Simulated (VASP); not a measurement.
# TaN: single point with PBE

Crystal: TaN.

```
Ta N
1.0
     2.92354    0.00000    0.00000
    -1.46177    2.53186    0.00000
     0.00000    0.00000    2.82557
Ta N
1 1
Direct
  0.33333 0.66667 0.50000
  0.00000 0.00000 0.00000
```

This cell differs from its parent crystal: strained.

| Item | Value |
| --- | --- |
| Program | VASP 6.6.1 |
| Task | single point |
| Functional | PBE |
| Potentials or basis | VASP PAW PBE potentials, release 64 (Ta_pv, N) |
| Cutoff | 520 eV |
| k mesh | 18 × 18 × 14 |
| Occupations | gaussian, width 0.1 eV |
| Spin | no spin polarisation |
| Dipole correction | no |
| Further INCAR settings | ALGO = Normal; EDIFF = 1e-07; NBANDS = 15 |

- Pressure: 17.5 GPa
- Band gap on the k mesh: zero (band 8 reaches 8.95 eV, above the bottom of band 9 at 8.50 eV)

Stress tensor (GPa, compression positive):
```
13.12  0.00  0.00
 0.00 13.12  0.00
 0.00  0.00 26.26
```

Levels at points of the mesh, in eV from the Fermi level:
| k point | band 5 | band 6 | band 7 | band 8 | band 9 | band 10 | band 11 | band 12 |
| --- | --- | --- | --- | --- | --- | --- | --- | --- |
| (0.00, 0.00, 0.00) | -4.82 | -4.82 | -4.31 | -2.87 | 2.31 | 3.82 | 3.82 | 4.22 |
| (0.50, 0.00, 0.00) | -8.47 | -5.20 | -3.59 | -3.32 | 3.22 | 4.06 | 5.41 | 5.49 |
| (0.00, 0.00, 0.50) | -9.52 | -3.98 | -3.98 | -0.07 | -0.07 | 2.71 | 3.32 | 3.32 |
| (0.50, 0.00, 0.50) | -7.51 | -6.28 | -5.96 | -0.24 | 4.37 | 5.50 | 6.44 | 7.33 |

Wall time 51 s on 1 thread of Intel(R) Xeon(R) Platinum 8375C CPU @ 2.90GHz (Ice Lake), on a shared host, peak memory 0.22 GiB.

Caveat: the cell differs from its parent crystal (strained); spin-orbit coupling is left out, which moves the levels of the heavy elements.
